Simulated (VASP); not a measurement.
# Te5Mo (P-62m) in VASP: notebook, part 2 of 2

VASP 6.6.1.

**3. Single point, PBE**

File INCAR:

```
  ALGO = Normal
  EDIFF = 1E-6
  ENCUT = 520
  GGA = PE
  ISIF = 2
  ISMEAR = 0
  LASPH = T
  LCHARG = F
  LREAL = F
  LWAVE = F
  NBANDS = 31
  NELM = 60
  PREC = Accurate
  SIGMA = 0.1
```

File KPOINTS:

```
k-points
0
Gamma
  6 6 12
```

File POSCAR:

```
Te5Mo
1.0
    8.3430981035      0.0000000000      0.0000000000
   -4.1715490517      7.2253349039      0.0000000000
    0.0000000000      0.0000000000      3.2586573689
Te Mo
5 1
Direct
    0.0000000000      0.2588626868      0.5000000000
    0.7411373132      0.7411373132      0.5000000000
    0.2588626868      0.0000000000      0.5000000000
    0.6666666667      0.3333333333      0.0000000000
    0.3333333333      0.6666666667      0.0000000000
    0.0000000000      0.0000000000      0.0000000000
```

Potentials or basis: VASP PAW PBE potentials, release 64 (Te, Mo_sv).

The run is started by

```console
> cat potpaw_PBE.64/Te/POTCAR potpaw_PBE.64/Mo_sv/POTCAR > POTCAR
> mpirun -np 1 vasp_std > vasp.out
```

OUTCAR:

```text
EDIFF = 1E-6
   ENCUT = 520
   GGA = PE
   ISIF = 2
   ISMEAR = 0
   LASPH = T
   LREAL = F
   NELM = 60
   PREC = Accurate

 ion  position               nearest neighbor table
   1  0.000  0.259  0.500-   6 2.71   6 2.71   4 3.54   4 3.54   5 3.54   5 3.54
   2  0.741  0.741  0.500-   6 2.71   6 2.71   4 3.54   4 3.54   5 3.54   5 3.54
   3  0.259  0.000  0.500-   6 2.71   6 2.71   5 3.54   5 3.54   4 3.54   4 3.54
   4  0.667  0.333  0.000-   1 3.54   1 3.54   3 3.54   3 3.54   2 3.54   2 3.54
   5  0.333  0.667  0.000-   3 3.54   3 3.54   1 3.54   1 3.54   2 3.54   2 3.54
   6  0.000  0.000  0.000-   1 2.71   1 2.71   3 2.71   3 2.71   2 2.71   2 2.71

  LATTYP: Found a hexagonal cell.
 ALAT       =     8.3430981035
 C/A-ratio  =     0.3905812120

  Lattice vectors:

 A1 = (   8.3430981035,   0.0000000000,   0.0000000000)
 A2 = (  -4.1715490517,   7.2253349039,   0.0000000000)
 A3 = (   0.0000000000,   0.0000000000,   3.2586573689)

Analysis of symmetry for initial positions (statically):
=====================================================================
 Subroutine PRICEL returns:
 Original cell was already a primitive cell.

 Routine SETGRP: Setting up the symmetry group for a
 hexagonal supercell.

 Subroutine GETGRP returns: Found 12 space group operations
 (whereof 12 operations were pure point group operations)
 out of a pool of 24 trial point group operations.

The static configuration has the point symmetry D_3h.

Analysis of symmetry for dynamics (positions and initial velocities):
=====================================================================
 Subroutine PRICEL returns:
 Original cell was already a primitive cell.

 Routine SETGRP: Setting up the symmetry group for a
 hexagonal supercell.

 Subroutine GETGRP returns: Found 12 space group operations
 (whereof 12 operations were pure point group operations)
 out of a pool of 24 trial point group operations.

The dynamic configuration has the point symmetry D_3h.

 Subroutine INISYM returns: Found 12 space group operations
 (whereof 12 operations are pure point group operations),
 and found     1 'primitive' translations

----------------------------------------------------------------------------------------

                                     Primitive cell

  volume of cell :     196.4373

  direct lattice vectors                    reciprocal lattice vectors
     8.343098103  0.000000000  0.000000000     0.119859552  0.069200945  0.000000000
    -4.171549052  7.225334904  0.000000000     0.000000000  0.138401889  0.000000000
     0.000000000  0.000000000  3.258657369     0.000000000  0.000000000  0.306874853

  length of vectors
     8.343098103  8.343098103  3.258657369     0.138401889  0.138401889  0.306874853

  position of ions in fractional coordinates (direct lattice)
     0.000000000  0.258862687  0.500000000
     0.741137313  0.741137313  0.500000000
     0.258862687  0.000000000  0.500000000
     0.666666667  0.333333333  0.000000000
     0.333333333  0.666666667  0.000000000
     0.000000000  0.000000000  0.000000000

  ion indices of the primitive-cell ions
   primitive index   ion index
                 1           1
                 2           2
                 3           3
                 4           4
                 5           5
                 6           6

[... 33 lines left out ...]
  0.333333  0.166667  0.000000     12.000000
[... 16 lines left out ...]
  0.166667  0.000000  0.250000     12.000000
  0.333333  0.000000  0.250000     12.000000
 [... further k-points ...]
   k-points           NKPTS =     49   k-points in BZ     NKDIM =     49   number of bands    NBANDS=     31
   number of dos      NEDOS =    301   number of ions     NIONS =      6
   total plane-waves  NPLWV =  98304
   dimension x,y,z NGX =    64 NGY =   64 NGZ =   24
   dimension x,y,z NGXF=   128 NGYF=  128 NGZF=   48
   ions per type =               5   1
   NGX,Y,Z   is equivalent  to a cutoff of  12.75, 12.75, 12.24 a.u.
   NGXF,Y,Z  is equivalent  to a cutoff of  25.51, 25.51, 24.49 a.u.
 SYSTEM =  unknown system
   PREC   = accura    normal or accurate (medium, high low for compatibility)
   ISTART =      0    job   : 0-new  1-cont  2-samecut
   ICHARG =      2    charge: 1-file 2-atom 10-const
   ISPIN  =      1    spin polarized calculation?
   LNONCOLLINEAR =      F non collinear calculations
   LSORBIT =      F    spin-orbit coupling
   LASPH  =      T    aspherical Exc in radial PAW
   ENCUT  =  520.0 eV  38.22 Ry    6.18 a.u.  15.51 15.51  6.06*2*pi/ulx,y,z
   NELM   =     60;   NELMIN=  2; NELMDL= -5     # of ELM steps
   EDIFF  = 0.1E-05   stopping-criterion for ELM
   LREAL  =      F    real-space projection
   EDIFFG = 0.1E-04   stopping-criterion for IOM
   NSW    =      0    number of steps for IOM
   IBRION =     -1    ionic relax: 0-MD 1-quasi-New 2-CG
   NFREE  =      0    steps in history (QN), initial steepest desc. (CG)
   ISIF   =      2    stress and relaxation
   ISYM   =      2    0-nonsym 1-usesym 2-fastsym
   POTIM  = 0.5000    time-step for ionic-motion
   TEBEG  =    0.0;   TEEND  =   0.0 temperature during run
   PSTRESS=    0.0 pullay stress
   NELECT =      44.0000    total number of electrons
   NUPDOWN=      -1.0000    fix difference up-down
   EMIN   =  10.00;   EMAX   =-10.00  energy-range for DOS
   EFERMI =   0.00;   METHOD = LEGACY
   ISMEAR =     0;   SIGMA  =   0.10  broadening in eV -4-tet -1-fermi 0-gaus
   EFERMI_NEDOS =   21; number of points for ismear=-14 and -15
   IALGO  =     38    algorithm
   IMIX   =      4    mixing-type and parameters
     AMIX     =   0.40;   BMIX     =  1.00
     AMIX_MAG =   1.60;   BMIX_MAG =  1.00
  volume/ion in A,a.u.               =      32.74       220.94
  Fermi-wavevector in a.u.,A,eV,Ry     =   0.994224  1.878812 13.449114  0.988482
  Thomas-Fermi vector in A             =   2.126161
   LORBIT       =      0    0 simple, 1 ext, 2 COOP (PROOUT), +10 PAW based schemes
   GGA     = PE    functional components
   LHFCALC =     F    Hartree Fock is set to
   AEXX    =    0.0000 exact exchange contribution
   IVDW    =     0    specifies the selected vdW correction
   LEPSILON=     F    determine dielectric tensor
   LRPA    =     F    only Hartree local field effects (RPA)
 non-spin polarized calculation
 Gauss-broadening in eV      SIGMA  =   0.10
  energy-cutoff  :      520.00
  volume of cell :      196.44
 maximum number of plane-waves:      5320
 NGX is ok and might be reduce to    64
   NGX = 31   NGY = 31   NGZ = 13

 number of electron      44.0000000 magnetization

 Free energy of the ion-electron system (eV)
  ---------------------------------------------------
  ext. energy  EPLUGINS =         0.00000000
  ---------------------------------------------------
  free energy    TOTEN  =       -25.34371315 eV

  energy without entropy =      -25.32493251  energy(sigma->0) =      -25.33432283

 E-fermi :   5.4854     XC(G=0):  -9.1036

 val. band max:        5.4794731039   @ k =   0.3333   0.1667   0.3333
 cond. band min:       5.5280018732   @ k =   0.3333   0.0000   0.3333
 fundamental gap:      0.0485287693
 Fermi energy:         5.4854324563

 k-point     1 :       0.0000    0.0000    0.0000
  band No.  band energies     occupation
      1     -55.3374      2.00000
      2     -29.4962      2.00000
      3     -29.4962      2.00000
      4     -29.3626      2.00000
      5      -7.3182      2.00000
      6      -6.2168      2.00000
[... 805 lines left out ...]
     30      10.7563      0.00000
     31      11.2930      0.00000

 [... further k-points ...]

------------------------ aborting loop because EDIFF is reached ----------------------------------------

  FORCE on cell =-STRESS in cart. coord.  units (eV):
  Direction    XX          YY          ZZ          XY          YZ          ZX
  --------------------------------------------------------------------------------------
  -------------------------------------------------------------------------------------
  Total       -0.0271995     -0.0271995     -0.0351279     -0.0000000     -0.0000000      0.0000000
  in kB       -0.2218442     -0.2218442     -0.2865095     -0.0000000     -0.0000000      0.0000000
  external PRESSURE =      -0.2433993 kB  Pullay stress =       0.0000000 kB

 VOLUME and BASIS-vectors are now :
 -----------------------------------------------------------------------------
  energy-cutoff  :      520.00
  volume of cell :      196.44
      direct lattice vectors                 reciprocal lattice vectors
     8.343098103  0.000000000  0.000000000     0.119859552  0.069200945  0.000000000
    -4.171549052  7.225334904  0.000000000     0.000000000  0.138401889  0.000000000
     0.000000000  0.000000000  3.258657369     0.000000000  0.000000000  0.306874853

 POSITION                                       TOTAL-FORCE (eV/Angst)
 -----------------------------------------------------------------------------------
     -1.07986      1.87037      1.62933        -0.002711      0.004695      0.000000
      3.09169      5.35497      1.62933        -0.002711     -0.004695     -0.000000
      2.15972      0.00000      1.62933         0.005422      0.000000      0.000000
      4.17155      2.40844      0.00000         0.000000      0.000000      0.000000
     -0.00000      4.81689      0.00000         0.000000     -0.000000      0.000000
      0.00000      0.00000      0.00000         0.000000     -0.000000      0.000000
 -----------------------------------------------------------------------------------
    total drift:                                0.000000      0.000000     -0.000000

  FREE ENERGIE OF THE ION-ELECTRON SYSTEM (eV)
  ---------------------------------------------------
  free  energy   TOTEN  =       -25.3437131501 eV

  energy  without entropy=      -25.3249325149  energy(sigma->0) =      -25.33432283
```

OSZICAR:

```text
N       E                     dE             d eps       ncg     rms          rms(c)
DAV:   1     0.246797173379E+03    0.24680E+03   -0.18397E+04  3542   0.120E+03
DAV:   2    -0.937421831933E+01   -0.25617E+03   -0.24770E+03  3860   0.241E+02
DAV:   3    -0.254017218525E+02   -0.16028E+02   -0.15543E+02  3662   0.543E+01
DAV:   4    -0.258021354207E+02   -0.40041E+00   -0.39951E+00  3831   0.917E+00
DAV:   5    -0.258094317123E+02   -0.72963E-02   -0.72952E-02  3806   0.126E+00    0.182E+01
DAV:   6    -0.257230617719E+02    0.86370E-01   -0.17083E+00  3206   0.811E+00    0.995E+00
DAV:   7    -0.259835684825E+02   -0.26051E+00   -0.42085E+00  3226   0.110E+01    0.693E+00
DAV:   8    -0.253440891970E+02    0.63948E+00   -0.69566E-01  3124   0.554E+00    0.262E+00
DAV:   9    -0.253502926680E+02   -0.62035E-02   -0.22412E-01  3556   0.227E+00    0.120E+00
DAV:  10    -0.253442042789E+02    0.60884E-02   -0.37318E-02  3262   0.122E+00    0.601E-01
DAV:  11    -0.253439699279E+02    0.23435E-03   -0.16656E-03  3528   0.225E-01    0.238E-01
DAV:  12    -0.253437137253E+02    0.25620E-03   -0.62388E-04  3521   0.148E-01    0.581E-02
DAV:  13    -0.253437122429E+02    0.14824E-05   -0.84362E-05  3863   0.444E-02    0.197E-02
DAV:  14    -0.253437131501E+02   -0.90718E-06   -0.41031E-06  3408   0.932E-03
   1 F= -.25343713E+02 E0= -.25334323E+02  d E =-.187806E-01
```

stdout:

```text
POSCAR found type information on POSCAR TeMo
 POSCAR found :  2 types and       6 ions
 scaLAPACK will be used
 LDA part: xc-table for (Slater+PW92), standard interpolation
 POSCAR, INCAR and KPOINTS ok, starting setup
 FFT: planning ... GRIDC
 FFT: planning ... GRID_SOFT
 FFT: planning ... GRID
 WAVECAR not read
 entering main loop
```

Run time: 4.3 min. Hardware: 1 thread of Intel Xeon 6975P-C (Granite Rapids), shared host; peak memory 0.46 GiB.

Results:

- Free energy: -25.3437 eV
- Pressure: 0.0 GPa
- Largest force: 0.005 eV/Å
- Band gap on the k mesh: zero (bands 22 and 23 overlap by 1.51 eV)

Forces in eV/Å, atoms in the order of the input:
```
Te  -0.003  0.005  0.000
Te  -0.003 -0.005  0.000
Te   0.005  0.000  0.000
Te   0.000  0.000  0.000
Te   0.000  0.000  0.000
Mo   0.000  0.000  0.000
```

Caveat: spin-orbit coupling is left out, which moves the levels of the heavy elements.

**4. Relaxation of cell and atoms, PBE**

This run uses another cell than the first one, of 31.31 Å³/atom.

File INCAR:

```
PREC     = Accurate       # precision mode
ENCUT    = 600            # plane-wave cutoff, eV
EDIFF    = 1E-7           # SCF threshold, eV
ISMEAR   = 0              # smearing method
SIGMA    = 0.1            # smearing width, eV
LREAL    = F              # projectors in reciprocal space
LASPH    = T              # aspherical terms in the spheres
NELM     = 60             # most SCF steps
ALGO     = Normal         # electronic algorithm
ISIF     = 3              # what is computed and relaxed
LWAVE    = F              # write WAVECAR
LCHARG   = F              # write CHGCAR
GGA      = PE             # functional
IBRION   = 2              # ionic algorithm
NSW      = 90             # ionic steps
EDIFFG   = -0.04          # ionic threshold
```

File KPOINTS:

```
Automatic mesh
0
Gamma
  3 3 6
```

File POSCAR:

```
Te5Mo
1.0
    8.0675513521      0.0000000000      0.0000000000
   -4.0337756761      6.9867044173      0.0000000000
    0.0000000000      0.0000000000      3.3332319045
Te Mo
5 1
Direct
    0.0000000000      0.2681781057      0.5000000000
    0.7318218943      0.7318218943      0.5000000000
    0.2681781057      0.0000000000      0.5000000000
    0.6666666667      0.3333333333      0.0000000000
    0.3333333333      0.6666666667      0.0000000000
    0.0000000000      0.0000000000      0.0000000000
```

Potentials or basis: VASP PAW PBE potentials, release 64 (Te, Mo_sv).

The run is started by

```console
> cat potpaw_PBE.64/Te/POTCAR potpaw_PBE.64/Mo_sv/POTCAR > POTCAR
> mpirun -np 1 vasp_std > vasp.out
```

OUTCAR:

```text
PREC = Accurate
   ENCUT = 600
   EDIFF = 1E-7
   ISMEAR = 0
   LREAL = F
   LASPH = T
   NELM = 60
   ISIF = 3
   GGA = PE
   IBRION = 2
   NSW = 90
   EDIFFG = -0.04

 ion  position               nearest neighbor table
   1  0.000  0.268  0.500-   6 2.73   6 2.73   4 3.42   4 3.42   5 3.42   5 3.42
   2  0.732  0.732  0.500-   6 2.73   6 2.73   5 3.42   5 3.42   4 3.42   4 3.42
   3  0.268  0.000  0.500-   6 2.73   6 2.73   5 3.42   5 3.42   4 3.42   4 3.42
   4  0.667  0.333  0.000-   1 3.42   1 3.42   3 3.42   3 3.42   2 3.42   2 3.42
   5  0.333  0.667  0.000-   3 3.42   3 3.42   1 3.42   1 3.42   2 3.42   2 3.42
   6  0.000  0.000  0.000-   3 2.73   3 2.73   2 2.73   2 2.73   1 2.73   1 2.73

  LATTYP: Found a hexagonal cell.
[... 185 lines left out ...]
  --------------------------------------------------------------------------------------
  -------------------------------------------------------------------------------------
  Total        0.7768291      0.7768291     -1.9984367     -0.0000000      0.0000000      0.0000000
  in kB        6.6245507      6.6245507    -17.0420304     -0.0000000      0.0000000      0.0000000
  external PRESSURE =      -1.2643097 kB  Pullay stress =       0.0000000 kB
[... 307 lines left out ...]
--------------------------------------- Ionic step        9  -------------------------------------------

 number of electron      43.9999999 magnetization

 Free energy of the ion-electron system (eV)
  ---------------------------------------------------
  ext. energy  EPLUGINS =         0.00000000
  ---------------------------------------------------
  free energy    TOTEN  =       -25.32232226 eV

  energy without entropy =      -25.30413417  energy(sigma->0) =      -25.31322821

 E-fermi :   5.4959     XC(G=0):  -9.0674

 val. band max:        5.4274353862   @ k =   0.3333   0.0000   0.3333
 cond. band min:       5.5350330942   @ k =   0.0000   0.0000   0.3333
 fundamental gap:      0.1075977081
 Fermi energy:         5.4958919015

 k-point     1 :       0.0000    0.0000    0.0000
  band No.  band energies     occupation
      1     -55.4036      2.00000
      2     -29.5671      2.00000
      3     -29.5671      2.00000
      4     -29.4177      2.00000
      5      -7.3687      2.00000
      6      -6.2669      2.00000
[... 370 lines left out ...]
  FREE ENERGIE OF THE ION-ELECTRON SYSTEM (eV)
  ---------------------------------------------------
  free  energy   TOTEN  =       -25.3223222555 eV

  energy  without entropy=      -25.3041341659  energy(sigma->0) =      -25.31322821

 reached required accuracy - stopping structural energy minimisation
```

OSZICAR:

```text
N       E                     dE             d eps       ncg     rms          rms(c)
DAV:   1     0.304093945356E+03    0.30409E+03   -0.20035E+04   696   0.161E+03
DAV:   2    -0.500373388960E+01   -0.30910E+03   -0.30516E+03   796   0.301E+02
DAV:   3    -0.249355073621E+02   -0.19932E+02   -0.19451E+02   792   0.705E+01
[... 118 lines left out ...]
DAV:   7    -0.253223207837E+02    0.71376E-06   -0.20310E-05   722   0.183E-02    0.269E-02
DAV:   8    -0.253223229495E+02   -0.21658E-05   -0.11711E-05   876   0.150E-02    0.173E-02
DAV:   9    -0.253223225360E+02    0.41344E-06   -0.24384E-06   822   0.685E-03    0.651E-03
DAV:  10    -0.253223223420E+02    0.19399E-06   -0.26723E-07   476   0.247E-03    0.334E-03
DAV:  11    -0.253223222555E+02    0.86486E-07   -0.34795E-08   332   0.105E-03
   9 F= -.25322322E+02 E0= -.25313228E+02  d E =-.116308E-02
```

CONTCAR:

```text
Te5Mo
   1.00000000000000
     8.3886256023632004   -0.0000000000023210   -0.0000000000000000
    -4.1943128012356006    7.2647628745356521    0.0000000000000000
    -0.0000000000000000    0.0000000000000000    3.2423709086313450
  Te              Mo
     5     1
Direct
     0.0000000000000002    0.2573320709630172    0.5000000000000000
     0.7426679290369845    0.7426679290369835    0.5000000000000000
     0.2573320709630152    0.9999999999999991    0.5000000000000000
     0.6666666667000030    0.3333333332999970    1.0000000000000000
     0.3333333332999970    0.6666666667000030    1.0000000000000000
     0.0000000000000000    0.0000000000000000    1.0000000000000000

  0.00000000E+00  0.00000000E+00  0.00000000E+00
  0.00000000E+00  0.00000000E+00  0.00000000E+00
  0.00000000E+00  0.00000000E+00  0.00000000E+00
  0.00000000E+00  0.00000000E+00  0.00000000E+00
  0.00000000E+00  0.00000000E+00  0.00000000E+00
  0.00000000E+00  0.00000000E+00  0.00000000E+00
```

Run time: 10 min. Hardware: 1 thread of Intel Xeon 6975P-C (Granite Rapids), shared host; peak memory 0.39 GiB.

Results:

* Free energy: -25.3223 eV
* Relaxed volume: 32.93 Å³/atom
* Relaxed cell: a = 8.389 Å, b = 8.389 Å, c = 3.242 Å, α = 90.00°, β = 90.00°, γ = 120.00°
* Space group after relaxing (to 0.1 Å): P-62m (No. 189)
* Energy gained by relaxing: 20.3 meV/atom
* Ionic steps: 9
* Pressure after relaxing: 0.1 GPa
* Largest force after relaxing: 0.006 eV/Å
* Band gap on the k mesh: zero (bands 22 and 23 overlap by 1.39 eV)

Forces on the atoms (eV/Å):
```
Te  -0.003  0.006  0.000
Te  -0.003 -0.006  0.000
Te   0.006  0.000  0.000
Te   0.000  0.000  0.000
Te   0.000  0.000  0.000
Mo   0.000  0.000  0.000
```

Step by step:
```tsv
step	energy change (eV)	largest force (eV/Å)	pressure (GPa)	volume (Å³)
1	0.0000	0.3654	-0.13	187.88
2	-0.0466	0.2253	0.83	187.18
3	-0.0573	0.0993	1.58	186.65
4	-0.0827	0.1325	1.14	189.28
5	-0.1085	0.2175	0.29	195.34
6	-0.1089	0.2288	0.19	196.12
7	-0.1168	0.1726	0.00	197.03
8	-0.1205	0.0931	-0.25	198.30
9	-0.1217	0.0064	0.07	197.59
```

Final structure:
```cif
data_structure
_symmetry_space_group_name_H-M 'P 1'
_symmetry_Int_Tables_number 1
_cell_length_a 8.3886
_cell_length_b 8.3886
_cell_length_c 3.2424
_cell_angle_alpha 90.000
_cell_angle_beta 90.000
_cell_angle_gamma 120.000
_cell_volume 197.59
loop_
_atom_site_label
_atom_site_type_symbol
_atom_site_fract_x
_atom_site_fract_y
_atom_site_fract_z
_atom_site_occupancy
Te1 Te 0.00000 0.25733 0.50000 1
Te2 Te 0.74267 0.74267 0.50000 1
Te3 Te 0.25733 0.00000 0.50000 1
Te4 Te 0.66667 0.33333 0.00000 1
Te5 Te 0.33333 0.66667 0.00000 1
Mo1 Mo 0.00000 0.00000 0.00000 1
```

Caveat: spin-orbit coupling is left out, which moves the levels of the heavy elements.
